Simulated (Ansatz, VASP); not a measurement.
Y: VASP beside Ansatz

```xyz
2
Lattice="3.5981 0.0000 0.0000 -1.7991 3.1161 0.0000 0.0000 0.0000 5.6531" Properties=species:S:1:pos:R:3 pbc="T T T"
Y     1.7991    1.0387    4.2399
Y     0.0000    2.0774    1.4133
```

Alike in both runs: task single point; functional PBEsol; k mesh 8 × 8 × 5; occupations fermi-dirac, width 0.05 eV; no spin polarisation.

|  | VASP | Ansatz |
| --- | --- | --- |
| version | VASP 6.6.1 | Ansatz 0.2.0 |
| potentials or method | VASP PAW PBE potentials, release 64 (Y_sv) | Ansatz PAW |
| plane-wave cutoff (eV) | 520 | 420 |
| valence electrons in the cell | 22 | 22 |

Ansatz gave:

```
gap on the k mesh at the Fermi level (eV)                     : none
pressure (GPa)                                                : -0.5
traceless stress, the component that is largest in VASP (GPa) : -0.26
```

Which values does VASP return?

gap on the k mesh at the Fermi level (eV): none; pressure (GPa): -0.6; traceless stress, the component that is largest in VASP (GPa): -0.26.

VASP's potentials were made for PBE, not for PBEsol. A gap of «none» marks a metal or a gap that the smearing closes.
